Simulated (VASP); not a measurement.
# Li2S (Fm-3m) in VASP: notebook

The runs below take Li2S through relaxation of cell and atoms, with RPBE, r2SCAN+D4.

Everything below comes from runs of VASP 6.6.1. Logs are shortened: lines on timing, memory, paths and dates and some standing lists are left out, and cuts for length are marked.

## Step 1: The cell of the first run

The structure is cubic, space group Fm-3m (No. 225). The conventional cell has a = 5.689 Å, b = 5.689 Å, c = 5.689 Å, α = 90.00°, β = 90.00°, γ = 90.00°. Within 3.3 Å of Li (site symmetry -43m) lie 4 S at 2.46 Å and 6 Li at 2.84 Å. Within 3.3 Å of S (site symmetry m-3m) lie 8 Li at 2.46 Å.

## Step 2: Relaxation of cell and atoms, RPBE

The input, INCAR:

```
  PREC = Accurate
  ENCUT = 750
  EDIFF = 1E-7
  ISMEAR = 0
  SIGMA = 0.01
  LREAL = F
  LASPH = T
  NELM = 120
  ALGO = Normal
  ISIF = 3
  LWAVE = F
  LCHARG = F
  GGA = RP
  IBRION = 2
  NSW = 80
  EDIFFG = -0.02
  GGA_COMPAT = F
  NELMIN = 4
```

The input, KPOINTS:

```
regular mesh
0
Gamma
  6 6 6
```

The input, POSCAR:

```
Li2S
1.0
    0.0000000000      2.8445000000      2.8445000000
    2.8445000000      0.0000000000      2.8445000000
    2.8445000000      2.8445000000      0.0000000000
Li S
2 1
Direct
    0.2500000000      0.2500000000      0.2500000000
    0.7500000000      0.7500000000      0.7500000000
    0.0000000000      0.0000000000      0.0000000000
```

Potentials or basis: VASP PAW PBE potentials, release 64 (Li_sv, S).

On the command line:

```
cat potpaw_PBE.64/Li_sv/POTCAR potpaw_PBE.64/S/POTCAR > POTCAR
mpirun -np 1 vasp_std > vasp.out
```

OUTCAR:

```text
PREC = Accurate
   ENCUT = 750
   EDIFF = 1E-7
   ISMEAR = 0
   LREAL = F
   LASPH = T
   NELM = 120
   ISIF = 3
   GGA = RP
   IBRION = 2
   NSW = 80
   EDIFFG = -0.02
   NELMIN = 4

 ion  position               nearest neighbor table
   1  0.250  0.250  0.250-   3 2.46   3 2.46   3 2.46   3 2.46
   2  0.750  0.750  0.750-   3 2.46   3 2.46   3 2.46   3 2.46
   3  0.000  0.000  0.000-   2 2.46   2 2.46   2 2.46   1 2.46   2 2.46   1 2.46   1 2.46   1 2.46

  LATTYP: Found a face centered cubic cell.
 ALAT       =     5.6890000000

  Lattice vectors:

 A1 = (   0.0000000000,   2.8445000000,   2.8445000000)
 A2 = (   2.8445000000,   0.0000000000,   2.8445000000)
 A3 = (   2.8445000000,   2.8445000000,   0.0000000000)

Analysis of symmetry for initial positions (statically):
=====================================================================
 Subroutine PRICEL returns:
 Original cell was already a primitive cell.

 Routine SETGRP: Setting up the symmetry group for a
 face centered cubic supercell.

 Subroutine GETGRP returns: Found 48 space group operations
 (whereof 48 operations were pure point group operations)
 out of a pool of 48 trial point group operations.

The static configuration has the point symmetry O_h .

Analysis of symmetry for dynamics (positions and initial velocities):
=====================================================================
 Subroutine PRICEL returns:
 Original cell was already a primitive cell.

 Routine SETGRP: Setting up the symmetry group for a
 face centered cubic supercell.

 Subroutine GETGRP returns: Found 48 space group operations
 (whereof 48 operations were pure point group operations)
 out of a pool of 48 trial point group operations.

The dynamic configuration has the point symmetry O_h .

 Subroutine INISYM returns: Found 48 space group operations
 (whereof 48 operations are pure point group operations),
 and found     1 'primitive' translations

----------------------------------------------------------------------------------------

                                     Primitive cell

  volume of cell :      46.0307

  direct lattice vectors                    reciprocal lattice vectors
     0.000000000  2.844500000  2.844500000    -0.175777817  0.175777817  0.175777817
     2.844500000  0.000000000  2.844500000     0.175777817 -0.175777817  0.175777817
     2.844500000  2.844500000  0.000000000     0.175777817  0.175777817 -0.175777817

  length of vectors
     4.022730478  4.022730478  4.022730478     0.304456110  0.304456110  0.304456110

  position of ions in fractional coordinates (direct lattice)
     0.250000000  0.250000000  0.250000000
     0.750000000  0.750000000  0.750000000
     0.000000000  0.000000000  0.000000000

  ion indices of the primitive-cell ions
   primitive index   ion index
                 1           1
                 2           2
                 3           3

----------------------------------------------------------------------------------------

 KPOINTS: regular mesh

Automatic generation of k-mesh.
 Grid dimensions read from file:
 generate k-points for:    6    6    6

 Generating k-lattice:

  Cartesian coordinates                     Fractional coordinates (reciprocal lattice)
    -0.029296303  0.029296303  0.029296303     0.166666667  0.000000000  0.000000000
     0.029296303 -0.029296303  0.029296303     0.000000000  0.166666667  0.000000000
     0.029296303  0.029296303 -0.029296303     0.000000000  0.000000000  0.166666667

  Length of vectors
     0.050742685  0.050742685  0.050742685

  Shift w.r.t. Gamma in fractional coordinates (k-lattice)
     0.000000000  0.000000000  0.000000000

 Subroutine IBZKPT returns following result:
 ===========================================

 Found     16 irreducible k-points:

 Following reciprocal coordinates:
            Coordinates               Weight
  0.000000  0.000000  0.000000      1.000000
  0.166667  0.000000  0.000000      8.000000
  0.333333  0.000000  0.000000      8.000000
  0.500000  0.000000  0.000000      4.000000
  0.166667  0.166667  0.000000      6.000000
  0.333333  0.166667  0.000000     24.000000
[... 8 lines left out ...]
 -0.333333  0.333333  0.166667     24.000000
 -0.333333  0.500000  0.166667     12.000000
   k-points           NKPTS =     16   k-points in BZ     NKDIM =     16   number of bands    NBANDS=     10
   number of dos      NEDOS =    301   number of ions     NIONS =      3
   total plane-waves  NPLWV =  46656
   dimension x,y,z NGX =    36 NGY =   36 NGZ =   36
   dimension x,y,z NGXF=    72 NGYF=   72 NGZF=   72
   ions per type =               2   1
   NGX,Y,Z   is equivalent  to a cutoff of  14.88, 14.88, 14.88 a.u.
   NGXF,Y,Z  is equivalent  to a cutoff of  29.76, 29.76, 29.76 a.u.
 SYSTEM =  unknown system
   PREC   = accura    normal or accurate (medium, high low for compatibility)
   ISTART =      0    job   : 0-new  1-cont  2-samecut
   ICHARG =      2    charge: 1-file 2-atom 10-const
   ISPIN  =      1    spin polarized calculation?
   LNONCOLLINEAR =      F non collinear calculations
   LSORBIT =      F    spin-orbit coupling
   LASPH  =      T    aspherical Exc in radial PAW
   ENCUT  =  750.0 eV  55.12 Ry    7.42 a.u.   8.98  8.98  8.98*2*pi/ulx,y,z
   NELM   =    120;   NELMIN=  4; NELMDL= -5     # of ELM steps
   EDIFF  = 0.1E-06   stopping-criterion for ELM
   LREAL  =      F    real-space projection
   EDIFFG = -.2E-01   stopping-criterion for IOM
   NSW    =     80    number of steps for IOM
   IBRION =      2    ionic relax: 0-MD 1-quasi-New 2-CG
   NFREE  =      1    steps in history (QN), initial steepest desc. (CG)
   ISIF   =      3    stress and relaxation
   ISYM   =      2    0-nonsym 1-usesym 2-fastsym
   POTIM  = 0.5000    time-step for ionic-motion
   TEBEG  =    0.0;   TEEND  =   0.0 temperature during run
   PSTRESS=    0.0 pullay stress
   NELECT =      12.0000    total number of electrons
   NUPDOWN=      -1.0000    fix difference up-down
   EMIN   =  10.00;   EMAX   =-10.00  energy-range for DOS
   EFERMI =   0.00;   METHOD = LEGACY
   ISMEAR =     0;   SIGMA  =   0.01  broadening in eV -4-tet -1-fermi 0-gaus
   EFERMI_NEDOS =   21; number of points for ismear=-14 and -15
   IALGO  =     38    algorithm
   IMIX   =      4    mixing-type and parameters
     AMIX     =   0.40;   BMIX     =  1.00
     AMIX_MAG =   1.60;   BMIX_MAG =  1.00
  volume/ion in A,a.u.               =      15.34       103.54
  Fermi-wavevector in a.u.,A,eV,Ry     =   1.045810  1.976294 14.880934  1.093718
  Thomas-Fermi vector in A             =   2.180621
   LORBIT       =      0    0 simple, 1 ext, 2 COOP (PROOUT), +10 PAW based schemes
   GGA     = RP    functional components
   LHFCALC =     F    Hartree Fock is set to
   AEXX    =    0.0000 exact exchange contribution
   IVDW    =     0    specifies the selected vdW correction
   LEPSILON=     F    determine dielectric tensor
   LRPA    =     F    only Hartree local field effects (RPA)
 conjugate gradient relaxation of ions
 non-spin polarized calculation
 Gauss-broadening in eV      SIGMA  =   0.01
  energy-cutoff  :      750.00
  volume of cell :       46.03
 maximum number of plane-waves:      2168
   NGX = 17   NGY = 17   NGZ = 17

--------------------------------------- Ionic step        1  -------------------------------------------

 number of electron      11.9999998 magnetization

 Free energy of the ion-electron system (eV)
  ---------------------------------------------------
  ext. energy  EPLUGINS =         0.00000000
  ---------------------------------------------------
  free energy    TOTEN  =       -11.44473864 eV

  energy without entropy =      -11.44473864  energy(sigma->0) =      -11.44473864

------------------------ aborting loop because EDIFF is reached ----------------------------------------

  FORCE on cell =-STRESS in cart. coord.  units (eV):
  Direction    XX          YY          ZZ          XY          YZ          ZX
  --------------------------------------------------------------------------------------
  -------------------------------------------------------------------------------------
  Total        0.5035879      0.5035879      0.5035879     -0.0000000     -0.0000000      0.0000000
  in kB       17.5282281     17.5282281     17.5282281     -0.0000000     -0.0000000      0.0000000
  external PRESSURE =      17.5282281 kB  Pullay stress =       0.0000000 kB

 VOLUME and BASIS-vectors are now :
 -----------------------------------------------------------------------------
  energy-cutoff  :      750.00
  volume of cell :       46.03
      direct lattice vectors                 reciprocal lattice vectors
     0.000000000  2.844500000  2.844500000    -0.175777817  0.175777817  0.175777817
     2.844500000  0.000000000  2.844500000     0.175777817 -0.175777817  0.175777817
     2.844500000  2.844500000  0.000000000     0.175777817  0.175777817 -0.175777817
[... 38 lines left out ...]
 POSITION                                       TOTAL-FORCE (eV/Angst)
 -----------------------------------------------------------------------------------
      1.43377      1.43377      1.43377         0.000000      0.000000      0.000000
      4.30130      4.30130      4.30130        -0.000000     -0.000000     -0.000000
      2.86754     -0.00000      2.86754        -0.000000      0.000000      0.000000
 -----------------------------------------------------------------------------------
    total drift:                                0.000000      0.000000      0.000000

  FREE ENERGIE OF THE ION-ELECTRON SYSTEM (eV)
  ---------------------------------------------------
  free  energy   TOTEN  =       -11.4532958899 eV

  energy  without entropy=      -11.4532958899  energy(sigma->0) =      -11.45329589

--------------------------------------- Ionic step        3  -------------------------------------------

 number of electron      12.0000005 magnetization

 Free energy of the ion-electron system (eV)
  ---------------------------------------------------
  ext. energy  EPLUGINS =         0.00000000
  ---------------------------------------------------
  free energy    TOTEN  =       -11.45505651 eV

  energy without entropy =      -11.45505651  energy(sigma->0) =      -11.45505651

 E-fermi :   1.3793     XC(G=0):  -8.1998

 val. band max:        1.3335272832   @ k =   0.0000   0.0000   0.0000
 cond. band min:       4.9034877081   @ k =   0.5000   0.5000   0.0000
 fundamental gap:      3.5699604249
 Fermi energy:         1.3792576611

 k-point     1 :       0.0000    0.0000    0.0000
  band No.  band energies     occupation
      1     -43.1383      2.00000
      2     -43.1031      2.00000
      3      -9.5804      2.00000
      4       1.3335      2.00000
      5       1.3335      2.00000
      6       1.3335      2.00000
      7       5.6053      0.00000
      8       7.6567      0.00000
      9       7.6567      0.00000
     10       7.6567      0.00000

 k-point     2 :       0.1667    0.0000    0.0000
  band No.  band energies     occupation
      1     -43.1358      2.00000
      2     -43.1053      2.00000
      3      -9.4891      2.00000
      4       0.4423      2.00000
      5       1.1981      2.00000
      6       1.1981      2.00000
      7       6.2589      0.00000
      8       8.0157      0.00000
      9       8.0157      0.00000
     10       8.2032      0.00000
[... 202 lines left out ...]
 POSITION                                       TOTAL-FORCE (eV/Angst)
 -----------------------------------------------------------------------------------
      1.44234      1.44234      1.44234         0.000000      0.000000      0.000000
      4.32703      4.32703      4.32703        -0.000000     -0.000000     -0.000000
      0.00000      0.00000      0.00000        -0.000000      0.000000      0.000000
 -----------------------------------------------------------------------------------
    total drift:                                0.000000      0.000000      0.000000

  FREE ENERGIE OF THE ION-ELECTRON SYSTEM (eV)
  ---------------------------------------------------
  free  energy   TOTEN  =       -11.4550565093 eV

  energy  without entropy=      -11.4550565093  energy(sigma->0) =      -11.45505651

 reached required accuracy - stopping structural energy minimisation
```

Wall time 53 s (1 thread of Intel Xeon 8259CL, shared host); peak memory 0.2 GiB.

What came out:

```
Free energy                           : -11.4551 eV
Relaxed volume                        : 16.00 Å³/atom
Relaxed cell                          : a = 4.080 Å, b = 4.080 Å, c = 4.080 Å, α = 60.00°, β = 60.00°, γ = 60.00°
Space group after relaxing (to 0.1 Å) : Fm-3m (No. 225)
Energy gained by relaxing             : 3.4 meV/atom
Ionic steps                           : 3
Pressure after relaxing               : 0.0 GPa
Band gap on the k mesh                : 3.57 eV (least direct gap 4.27 eV)
```

Step by step:
```
step  energy change (eV)  largest force (eV/Å)  pressure (GPa)  volume (Å³)
   1              0.0000                0.0000            1.75        46.03
   2             -0.0086                0.0000            0.70        47.16
   3             -0.0103                0.0000           -0.02        48.01
```

Final structure:
```yaml
crystal:
  lattice:
    - [0.00000, 2.88468, 2.88468]
    - [2.88468, 0.00000, 2.88468]
    - [2.88468, 2.88468, 0.00000]
  atoms:
    - { symbol: Li, position: [0.25000, 0.25000, 0.25000] }
    - { symbol: Li, position: [0.75000, 0.75000, 0.75000] }
    - { symbol: S, position: [0.00000, 0.00000, 0.00000] }
```

Levels at points of the mesh, in eV from the valence-band top:
```csv
k point,band 2,band 3,band 4,band 5,band 6,band 7,band 8,band 9,band 10
"(0.00, 0.00, 0.00)",-44.44,-10.91,0.00,0.00,0.00,4.27,6.32,6.32,6.32
"(0.50, 0.00, 0.00)",-44.45,-10.51,-2.71,-0.47,-0.47,6.07,6.66,6.66,8.41
"(0.50, 0.50, 0.00)",-44.45,-10.40,-2.06,-1.32,-1.32,3.57,7.07,11.00,11.00
```

Caveat: the PAW data sets were made with another functional, which shifts forces and pressure a little. A k mesh can miss the band edges.

[end of part 1 of 2]
